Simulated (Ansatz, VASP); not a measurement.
**Two plane-wave programs on B3Ir**

```xyz
4
Lattice="3.2485 0.0000 0.0000 0.0000 3.2485 0.0000 0.0000 0.0000 3.2208" Properties=species:S:1:pos:R:3 pbc="T T T"
B     0.0000    1.6243    1.6104
B     1.6243    0.0000    1.6104
B     1.6243    1.6243    0.0000
Ir    0.0000    0.0000    0.0000
```

Change from the starting cell: species swapped into the Cu3Pd type (P4/mmm, No. 123).

Alike in both runs: functional PBE; k mesh 6 × 6 × 6; occupations gaussian, width 0.1 eV; no spin polarisation.

Ansatz relaxed the structure, and its values are those at the end. VASP's run is a single point on that final structure, the one shown.

|  | VASP | Ansatz |
| --- | --- | --- |
| version | VASP 6.6.1 | Ansatz 0.2.0 |
| potentials or method | VASP PAW PBE potentials, release 64 (B, Ir), cutoff 520 eV | scalar-relativistic, plane waves, PAW |
| valence electrons in the cell | 18 | 26 |

|  | VASP | Ansatz | Ansatz less VASP |
| --- | --- | --- | --- |
| gap on the k mesh at the Fermi level (eV) | none | none | - |
| pressure (GPa) | 0.8 | -0.1 | -0.86 |

A gap of «none» marks a metal or a gap that the smearing closes. VASP's potentials hold 18 valence electrons a cell and Ansatz's 26, so a difference there can come from the potentials and not from the codes.

Neither program's run includes spin-orbit coupling.
